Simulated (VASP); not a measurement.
Zr2PbO: single point with PBE

Crystal: Zr2PbO.

```
CELL_PARAMETERS angstrom
2.17732 1.25707 4.77739
-2.17732 1.25707 4.77739
0.00000 -2.51415 4.77739
ATOMIC_POSITIONS crystal
Zr 0.38444 0.38444 0.38444
Zr 0.61556 0.61556 0.61556
Pb 0.00000 0.00000 0.00000
O 0.50000 0.50000 0.50000
```

The cell was built from a structure type or drawn by symmetry, and may not be a known phase.

```
Program                : VASP 6.6.1
Task                   : single point
Functional             : PBE
Potentials or basis    : VASP PAW PBE potentials, release 64 (Zr_sv, Pb_d, O)
Cutoff                 : 520 eV
k mesh                 : 6 × 6 × 6
Occupations            : gaussian, width 0.1 eV
Spin                   : no spin polarisation
Dipole correction      : no
Further INCAR settings : ALGO = Normal; EDIFF = 1e-06; NBANDS = 30
```

The pressure is 73.0 GPa, the largest force is 8.729 eV/Å and the band gap on the k mesh is zero (bands 22 and 23 overlap by 0.95 eV).

Forces on the atoms (eV/Å):
```
Zr   0.000  0.000 -8.729
Zr   0.000  0.000  8.729
Pb   0.000  0.000  0.000
O    0.000  0.000  0.000
```

Stress tensor (GPa, compression positive):
```
 56.30   0.00   0.00
  0.00  56.30   0.00
  0.00   0.00 106.26
```

Levels at points of the mesh, in eV from the Fermi level:
| k point | band 19 | band 20 | band 21 | band 22 | band 23 | band 24 | band 25 | band 26 |
| --- | --- | --- | --- | --- | --- | --- | --- | --- |
| (0.00, 0.00, 0.00) | -2.87 | -2.87 | -1.35 | -0.67 | -0.67 | 1.91 | 3.38 | 3.38 |
| (0.50, 0.00, 0.00) | -3.77 | -1.42 | -0.61 | -0.47 | 0.26 | 1.04 | 2.20 | 2.67 |
| (0.50, 0.50, 0.00) | -3.26 | -1.14 | -0.68 | -0.17 | 0.33 | 0.39 | 1.66 | 2.32 |
| (0.50, 0.50, 0.50) | -3.95 | -3.29 | -3.29 | 0.28 | 0.28 | 3.44 | 3.44 | 4.05 |

It took 3.2 min on 1 thread of Intel Xeon 8259CL, on a shared host, peak memory 0.28 GiB.

Caveat: the cell stands under pressure; spin-orbit coupling is left out, which moves the levels of the heavy elements; forces of over 1 eV/Å act on the atoms, so gaps and moduli don't describe the material at rest.
